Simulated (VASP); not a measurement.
# Mg8HO8 (a cell with a defect) in VASP: relaxation of the atoms with PBE

Aim: the relaxation of the atoms of Mg8HO8 (a cell with a defect) with PBE.

All numbers are computed with VASP 6.6.1; they aren't measurements. Logs are shortened: lines on timing, memory, paths and dates and some standing lists are left out, and cuts for length are marked.

**1. The cell of the first run**

The cell holds a defect, 17 atoms: a = 5.624 Å, b = 5.624 Å, c = 5.624 Å, α = 60.00°, β = 60.00°, γ = 60.00°.

**2. Relaxation of the atoms, PBE**

Input file INCAR:

```
  ALGO = Normal
  EDIFF = 1E-6
  EDIFFG = -0.03
  ENCUT = 520
  GGA = PE
  IBRION = 2
  ISIF = 2
  ISMEAR = -1
  LASPH = True
  LCHARG = False
  LREAL = Auto
  LWAVE = False
  NELECT = 64.0
  NELM = 80
  NSW = 80
  PREC = Accurate
  SIGMA = 0.05
```

Input file KPOINTS:

```
k-points
0
Gamma
  2 2 2
```

Input file POSCAR:

```
Mg8HO8
1.0
    0.0000000000      3.9770000000      3.9770000000
    3.9770000000      0.0000000000      3.9770000000
    3.9770000000      3.9770000000      0.0000000000
Mg O H
8 8 1
Direct
    0.0000000000      0.0000000000      0.0000000000
    0.0000000000      0.0000000000      0.5000000000
    0.0000000000      0.5000000000      0.0000000000
    0.0000000000      0.5000000000      0.5000000000
    0.5000000000      0.0000000000      0.0000000000
    0.5000000000      0.0000000000      0.5000000000
    0.5000000000      0.5000000000      0.0000000000
    0.5000000000      0.5000000000      0.5000000000
    0.2500000000      0.2500000000      0.2500000000
    0.2500000000      0.2500000000      0.7500000000
    0.2500000000      0.7500000000      0.2500000000
    0.2500000000      0.7500000000      0.7500000000
    0.7500000000      0.2500000000      0.2500000000
    0.7500000000      0.2500000000      0.7500000000
    0.7500000000      0.7500000000      0.2500000000
    0.7500000000      0.7500000000      0.7500000000
    0.8666568000      0.8791914000      0.8769110000
```

Potentials or basis: VASP PAW PBE potentials, release 64 (Mg, O, H).

Started as:

```
cat potpaw_PBE.64/Mg/POTCAR potpaw_PBE.64/O/POTCAR potpaw_PBE.64/H/POTCAR > POTCAR
mpirun -np 1 vasp_std > vasp.out
```

OUTCAR:

```text
EDIFF = 1E-6
   EDIFFG = -0.03
   ENCUT = 520
   GGA = PE
   IBRION = 2
   ISIF = 2
   ISMEAR = -1
   LASPH = True
   LREAL = Auto
   NELECT = 64.0
   NELM = 80
   NSW = 80
   PREC = Accurate

 ion  position               nearest neighbor table
   1  0.000  0.000  0.000-  17 1.73  11 1.99  12 1.99  13 1.99  14 1.99  15 1.99  10 1.99   3 2.81
                             5 2.81   2 2.81   2 2.81   4 2.81   6 2.81   3 2.81   4 2.81   7 2.81
   2  0.000  0.000  0.500-  17 1.73  11 1.99  12 1.99  13 1.99  14 1.99  16 1.99   9 1.99   4 2.81
                             6 2.81   1 2.81   1 2.81   3 2.81   5 2.81   3 2.81   4 2.81   8 2.81
   3  0.000  0.500  0.000-  17 1.74  10 1.99  12 1.99  13 1.99  15 1.99  16 1.99   9 1.99   4 2.81
                             7 2.81   1 2.81   2 2.81   4 2.81   8 2.81   1 2.81   2 2.81   5 2.81
   4  0.000  0.500  0.500-   9 1.99  10 1.99  11 1.99  14 1.99  15 1.99  16 1.99   2 2.81   3 2.81
                             8 2.81   1 2.81   3 2.81   7 2.81   1 2.81   2 2.81   6 2.81   6 2.81
   5  0.500  0.000  0.000-  17 1.68  10 1.99  11 1.99  14 1.99  15 1.99  16 1.99   9 1.99   6 2.81
                             7 2.81   1 2.81   2 2.81   6 2.81   8 2.81   3 2.81   7 2.81   8 2.81
   6  0.500  0.000  0.500-   9 1.99  10 1.99  12 1.99  13 1.99  15 1.99  16 1.99   2 2.81   5 2.81
                             8 2.81   1 2.81   5 2.81   7 2.81   4 2.81   7 2.81   8 2.81   1 2.81
   7  0.500  0.500  0.000-   9 1.99  11 1.99  12 1.99  13 1.99  14 1.99  16 1.99   3 2.81   5 2.81
                             8 2.81   4 2.81   6 2.81   8 2.81   1 2.81   5 2.81   6 2.81   1 2.81
   8  0.500  0.500  0.500-  10 1.99  11 1.99  12 1.99  13 1.99  14 1.99  15 1.99   4 2.81   6 2.81
                             7 2.81   3 2.81   5 2.81   7 2.81   2 2.81   5 2.81   6 2.81   2 2.81
   9  0.250  0.250  0.250-   2 1.99   3 1.99   4 1.99   5 1.99   6 1.99   7 1.99
  10  0.250  0.250  0.750-   1 1.99   3 1.99   4 1.99   5 1.99   6 1.99   8 1.99
  11  0.250  0.750  0.250-   1 1.99   2 1.99   4 1.99   5 1.99   7 1.99   8 1.99
  12  0.250  0.750  0.750-   1 1.99   2 1.99   3 1.99   6 1.99   7 1.99   8 1.99
  13  0.750  0.250  0.250-   1 1.99   2 1.99   3 1.99   6 1.99   7 1.99   8 1.99
  14  0.750  0.250  0.750-   1 1.99   2 1.99   4 1.99   5 1.99   7 1.99   8 1.99
  15  0.750  0.750  0.250-   1 1.99   3 1.99   4 1.99   5 1.99   6 1.99   8 1.99
  16  0.750  0.750  0.750-   2 1.99   3 1.99   4 1.99   5 1.99   6 1.99   7 1.99
  17  0.867  0.879  0.877-   5 1.68   2 1.73   1 1.73   3 1.74

  LATTYP: Found a face centered cubic cell.
 ALAT       =     7.9540000000

  Lattice vectors:

 A1 = (   0.0000000000,   3.9770000000,   3.9770000000)
 A2 = (   3.9770000000,   0.0000000000,   3.9770000000)
 A3 = (   3.9770000000,   3.9770000000,   0.0000000000)

Analysis of symmetry for initial positions (statically):
=====================================================================
 Subroutine PRICEL returns:
 Original cell was already a primitive cell.

 Routine SETGRP: Setting up the symmetry group for a
 face centered cubic supercell.

 Subroutine GETGRP returns: Found  1 space group operations
 (whereof  1 operations were pure point group operations)
 out of a pool of 48 trial point group operations.

The static configuration has the point symmetry C_1 .

[... 141 lines left out ...]
   EFERMI_NEDOS =   21; number of points for ismear=-14 and -15
   IALGO  =     38    algorithm
   IMIX   =      4    mixing-type and parameters
     AMIX     =   0.40;   BMIX     =  1.00
     AMIX_MAG =   1.60;   BMIX_MAG =  1.00
  volume/ion in A,a.u.               =       7.40        49.94
  Fermi-wavevector in a.u.,A,eV,Ry     =   1.306881  2.469646 23.237891  1.707937
  Thomas-Fermi vector in A             =   2.437653
   LORBIT       =      0    0 simple, 1 ext, 2 COOP (PROOUT), +10 PAW based schemes
   GGA     = PE    functional components
   LHFCALC =     F    Hartree Fock is set to
   AEXX    =    0.0000 exact exchange contribution
   IVDW    =     0    specifies the selected vdW correction
   LEPSILON=     F    determine dielectric tensor
   LRPA    =     F    only Hartree local field effects (RPA)
 conjugate gradient relaxation of ions
 non-spin polarized calculation
  energy-cutoff  :      520.00
  volume of cell :      125.80
 maximum number of plane-waves:      3383
 NGX is ok and might be reduce to    42
   NGX = 21   NGY = 21   NGZ = 21

--------------------------------------- Ionic step        1  -------------------------------------------

 number of electron      64.0000062 magnetization

 Free energy of the ion-electron system (eV)
  ---------------------------------------------------
  ext. energy  EPLUGINS =         0.00000000
  ---------------------------------------------------
  free energy    TOTEN  =       -97.84129800 eV

  energy without entropy =      -97.84129561  energy(sigma->0) =      -97.84129680

------------------------ aborting loop because EDIFF is reached ----------------------------------------

  FORCE on cell =-STRESS in cart. coord.  units (eV):
  Direction    XX          YY          ZZ          XY          YZ          ZX
  --------------------------------------------------------------------------------------
  -------------------------------------------------------------------------------------
  Total       29.5335450     29.5329736     29.5362597     -0.3087170      0.4482380     -0.4717878
  in kB      376.1225690    376.1152922    376.1571420     -3.9316451      5.7085059     -6.0084230
  external PRESSURE =     376.1316677 kB  Pullay stress =       0.0000000 kB
[... 134 lines left out ...]
  FREE ENERGIE OF THE ION-ELECTRON SYSTEM (eV)
  ---------------------------------------------------
  free  energy   TOTEN  =       -98.5245684365 eV

  energy  without entropy=      -98.5245684364  energy(sigma->0) =      -98.52456844

[... ionic steps 4 to 49 ...]

--------------------------------------- Ionic step       50  -------------------------------------------

 number of electron      64.0000001 magnetization

------------------------ aborting loop because EDIFF is reached ----------------------------------------
[... 97 lines left out ...]
--------------------------------------- Ionic step       52  -------------------------------------------

 number of electron      64.0000001 magnetization

 Free energy of the ion-electron system (eV)
  ---------------------------------------------------
  ext. energy  EPLUGINS =         0.00000000
  ---------------------------------------------------
  free energy    TOTEN  =       -99.56812877 eV

  energy without entropy =      -99.56812877  energy(sigma->0) =      -99.56812877

 E-fermi :   5.9672     XC(G=0): -11.9054

 val. band max:        4.7487442551   @ k =   0.0000   0.0000   0.0000
 cond. band min:      10.1972573463   @ k =   0.0000   0.0000   0.0000
 fundamental gap:      5.4485130913
 Fermi energy:         5.9672121906

 k-point     1 :       0.0000    0.0000    0.0000
  band No.  band energies     occupation
      1     -15.8599      2.00000
      2     -13.0152      2.00000
      3     -11.7369      2.00000
      4     -11.5340      2.00000
      5     -11.5129      2.00000
      6     -11.5087      2.00000
[... 385 lines left out ...]
  FREE ENERGIE OF THE ION-ELECTRON SYSTEM (eV)
  ---------------------------------------------------
  free  energy   TOTEN  =       -99.5681287707 eV

  energy  without entropy=      -99.5681287707  energy(sigma->0) =      -99.56812877

 reached required accuracy - stopping structural energy minimisation
```

Run time: 50 min. Hardware: 1 thread of Intel Xeon Platinum 8375C at 2.90GHz (Ice Lake), shared host; peak memory 0.28 GiB.

Results:

```yaml
Free_energy: -99.5681 eV
Energy_gained_by_relaxing: 101.6 meV/atom
Ionic_steps: 52
Largest_force_after_relaxing: 0.027 eV/Å
```

Forces on the atoms (eV/Å):
```
Mg  -0.004 -0.004 -0.005
Mg   0.012  0.007 -0.014
Mg   0.006 -0.013  0.010
Mg  -0.003 -0.002 -0.007
Mg  -0.013  0.004  0.004
Mg  -0.003 -0.002  0.001
Mg  -0.007 -0.003  0.000
Mg   0.003  0.012  0.004
O    0.005  0.001 -0.002
O   -0.007 -0.009  0.005
O   -0.001  0.002 -0.005
O   -0.013  0.012  0.002
O   -0.006  0.008 -0.009
O    0.006 -0.003  0.003
O   -0.007 -0.012  0.007
O    0.004  0.001  0.000
H    0.026  0.002  0.005
```

Step by step:
```
step  energy change (eV)  largest force (eV/Å)  pressure (GPa)
   1              0.0000                3.4863           37.61
   3             -0.6833                0.7023           37.52
   5             -0.7428                0.1262           37.39
   7             -0.7452                0.1983           37.34
   9             -0.7480                0.2402           37.35
  11             -0.7639                0.3792           37.36
  13             -0.7513                1.2538           37.97
  15             -0.7870                0.6235           37.56
  17             -0.7898                0.6694           37.60
  19             -0.7942                0.8932           37.81
  21             -0.8177                1.0758           37.93
  23             -0.8853                1.9810           38.73
  25             -1.0217                2.1059           39.54
  27             -1.0418                1.9467           39.82
  29             -1.1258                2.3994           40.67
  31             -1.2917                1.7287           40.27
  33             -1.4656                1.0268           39.49
  35             -1.6144                0.8075           39.82
  37             -1.6849                0.9074           39.67
  39             -1.7028                0.4000           40.04
  41             -1.7147                0.2675           39.83
  43             -1.7190                0.3319           39.92
  45             -1.7217                0.2379           39.78
  47             -1.7257                0.0755           39.76
  49             -1.7264                0.0732           39.68
  51             -1.7267                0.0521           39.72
  52             -1.7268                0.0265           39.71
```

Final structure:
```
Mg O H
1.0
     0.00000    3.97700    3.97700
     3.97700    0.00000    3.97700
     3.97700    3.97700    0.00000
Mg O H
8 8 1
Direct
  0.01681 0.98642 0.01788
  0.01750 0.98656 0.47792
  0.00081 0.49605 0.00181
  0.00640 0.49205 0.50098
  0.47820 0.98639 0.01799
  0.50106 0.99532 0.50206
  0.50014 0.49221 0.00689
  0.49994 0.49210 0.50090
  0.25106 0.24345 0.25153
  0.25080 0.24333 0.75455
  0.25614 0.73057 0.25651
  0.24814 0.74773 0.75204
  0.75336 0.24362 0.25150
  0.75558 0.23205 0.75609
  0.75125 0.74711 0.24987
  0.75150 0.74752 0.75202
  0.82796 0.01671 0.82637
```

Levels at points of the mesh, in eV from the Fermi level:
```csv
k point,band 29,band 30,band 31,band 32,band 33,band 34,band 35,band 36
"(0.00, 0.00, 0.00)",-1.82,-1.27,-1.22,-1.22,4.23,6.19,7.67,7.86
"(0.50, 0.00, 0.00)",-1.71,-1.68,-1.59,-1.57,5.59,7.68,8.31,9.36
"(0.00, 0.50, 0.00)",-1.69,-1.69,-1.59,-1.59,6.53,7.46,8.18,9.31
"(0.00, 0.00, 0.50)",-1.71,-1.68,-1.59,-1.57,5.57,7.69,8.31,9.36
"(0.50, 0.50, 0.50)",-1.71,-1.68,-1.59,-1.57,5.59,7.68,8.31,9.36
"(0.50, 0.50, 0.00)",-1.92,-1.91,-1.88,-1.81,6.53,8.59,9.13,9.58
"(0.00, 0.50, 0.50)",-1.92,-1.91,-1.88,-1.81,6.54,8.58,9.13,9.59
"(0.50, 0.00, 0.50)",-1.92,-1.91,-1.88,-1.81,6.52,8.59,9.13,9.59
```

Caveat: the k points lie up to 0.68 Å⁻¹ apart; the cell carries a net charge on a neutralising background, which shifts energy and pressure; the cell is charged against a uniform background, so pressure and absolute levels hang on convention.
